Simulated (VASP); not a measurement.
# SnSe: single point with r2SCAN

The system is SnSe.

```
CELL_PARAMETERS angstrom
0.00000 3.01000 3.01000
3.01000 0.00000 3.01000
3.01000 3.01000 0.00000
ATOMIC_POSITIONS crystal
Sn 0.00000 0.00000 0.00000
Se 0.48131 0.48131 0.51869
```

This cell differs from its parent crystal: all Se atoms moved +0.113 Å, as atom 2 towards its neighbour atom 1 (Sn) at 3.010 Å.

```
Program             : VASP 6.6.1
Task                : single point
Functional          : r2SCAN
Potentials or basis : VASP PAW PBE potentials, release 64 (Sn_d, Se)
Cutoff              : 520 eV
k mesh              : 10 × 10 × 10
Occupations         : gaussian, width 0.05 eV
Spin                : no spin polarisation
```

```
Pressure               : 0.2 GPa
Largest force          : 0.020 eV/Å
Band gap on the k mesh : 0.52 eV
```

Forces in eV/Å, atoms in the order of the input:
```
Sn   0.000  0.000  0.020
Se   0.000  0.000 -0.020
```

Stress tensor (GPa, compression positive):
```
0.07 0.00 0.00
0.00 0.07 0.00
0.00 0.00 0.36
```

Levels at points of the mesh, in eV from the valence-band top:
```tsv
k point	band 8	band 9	band 10	band 11	band 12	band 13
(0.00, 0.00, 0.00)	-2.63	-2.59	-2.59	4.29	4.29	4.42
(0.50, 0.00, 0.00)	-2.39	-2.34	0.00	0.52	1.18	1.25
(0.50, 0.50, 0.00)	-5.64	-4.07	-4.07	3.15	5.50	5.50
(0.00, 0.50, 0.50)	-5.91	-4.06	-4.05	3.04	5.54	5.60
```

It took 78 s on 1 thread of Intel(R) Xeon(R) 6975P-C (Granite Rapids) (shared host), peak memory 0.25 GiB.

Caveat: the cell differs from its parent crystal (all Se atoms moved +0.113 Å, as atom 2 towards its neighbour atom 1 (Sn) at 3.010 Å); the PAW data sets were made with another functional, which shifts forces and pressure a little; spin-orbit coupling is left out, which moves the levels of the heavy elements. A k mesh can miss the band edges.
